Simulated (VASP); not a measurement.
Wanted: the native input for a VASP 6.6.1 run.

```
Task                   : equation of state
Functional             : PBE
Potentials or basis    : VASP PAW PBE potentials, release 64 (In_d_GW)
Cutoff                 : 450 eV
k mesh                 : 12 × 12 × 12
Occupations            : methfessel-paxton, width 0.1 eV
Spin                   : no spin polarisation
Tolerance level        : standard
Purpose                : choice of potentials
Eos scales             : [0.91, 0.94, 0.97, 1.0, 1.03, 1.06, 1.09]
Further INCAR settings : ALGO = Normal; EDIFF = 1e-07; NSW = 0
```

The structure of In lies in POSCAR.step2:

```
In
1.0
   -1.8440955744      1.8440955744      1.8440955744
    1.8440955744     -1.8440955744      1.8440955744
    1.8440955744      1.8440955744     -1.8440955744
In
1
Direct
    0.0000000000      0.0000000000      0.0000000000
```

The structure of In lies in POSCAR.step3:

```
In
1.0
   -1.8635085334      1.8635085334      1.8635085334
    1.8635085334     -1.8635085334      1.8635085334
    1.8635085334      1.8635085334     -1.8635085334
In
1
Direct
    0.0000000000      0.0000000000      0.0000000000
```

The structure of In lies in POSCAR.step4:

```
In
1.0
   -1.8825252400      1.8825252400      1.8825252400
    1.8825252400     -1.8825252400      1.8825252400
    1.8825252400      1.8825252400     -1.8825252400
In
1
Direct
    0.0000000000      0.0000000000      0.0000000000
```

The structure of In lies in POSCAR.step5:

```
In
1.0
   -1.9011653160      1.9011653160      1.9011653160
    1.9011653160     -1.9011653160      1.9011653160
    1.9011653160      1.9011653160     -1.9011653160
In
1
Direct
    0.0000000000      0.0000000000      0.0000000000
```

The structure of In lies in POSCAR.step6:

```
In
1.0
   -1.9194468732      1.9194468732      1.9194468732
    1.9194468732     -1.9194468732      1.9194468732
    1.9194468732      1.9194468732     -1.9194468732
In
1
Direct
    0.0000000000      0.0000000000      0.0000000000
```

The structure of In lies in POSCAR.step7:

```
In
1.0
   -1.9373866689      1.9373866689      1.9373866689
    1.9373866689     -1.9373866689      1.9373866689
    1.9373866689      1.9373866689     -1.9373866689
In
1
Direct
    0.0000000000      0.0000000000      0.0000000000
```

This isn't the form of In at room conditions, which is tetragonal.

These files were run (other wordings do the same):

POSCAR.step1

```
In
1.0
   -1.8242650528      1.8242650528      1.8242650528
    1.8242650528     -1.8242650528      1.8242650528
    1.8242650528      1.8242650528     -1.8242650528
In
1
Direct
    0.0000000000      0.0000000000      0.0000000000
```

INCAR

```
ALGO     = Normal         # electronic algorithm
EDIFF    = 1E-7           # SCF threshold, eV
ENCUT    = 450            # plane-wave cutoff, eV
GGA      = PE             # functional
GGA_COMPAT= False        
ISIF     = 2              # what is computed and relaxed
ISMEAR   = 1              # smearing method
LASPH    = True           # aspherical terms in the spheres
LCHARG   = False          # write CHGCAR
LREAL    = False          # projectors in reciprocal space
LWAVE    = False          # write WAVECAR
NELM     = 120            # most SCF steps
NSW      = 0              # ionic steps
PREC     = Accurate       # precision mode
SIGMA    = 0.1            # smearing width, eV
```

KPOINTS

```
k-points
0
Gamma
  12 12 12
```

Potentials or basis: VASP PAW PBE potentials, release 64 (In_d_GW).

Launch:

```bash
$ cat potpaw_PBE.64/In_d_GW/POTCAR > POTCAR
$ cp POSCAR.step1 POSCAR
$ mpirun -np 1 vasp_std > vasp.out
$ cp POSCAR.step2 POSCAR
$ mpirun -np 1 vasp_std > vasp.out
$ cp POSCAR.step3 POSCAR
$ mpirun -np 1 vasp_std > vasp.out
$ cp POSCAR.step4 POSCAR
$ mpirun -np 1 vasp_std > vasp.out
$ cp POSCAR.step5 POSCAR
$ mpirun -np 1 vasp_std > vasp.out
$ cp POSCAR.step6 POSCAR
$ mpirun -np 1 vasp_std > vasp.out
$ cp POSCAR.step7 POSCAR
$ mpirun -np 1 vasp_std > vasp.out
```

Results of the run:

| Item | Value |
| --- | --- |
| Equilibrium volume | 27.73 Å³/atom |
| Bulk modulus | 35 GPa |
| Pressure derivative of the bulk modulus | 5.6 |

Run time: 110 s on 1 thread of Intel(R) Xeon(R) Platinum 8259CL CPU @ 2.50GHz (Skylake/Cascade Lake) (shared host), peak memory 0.16 GiB.
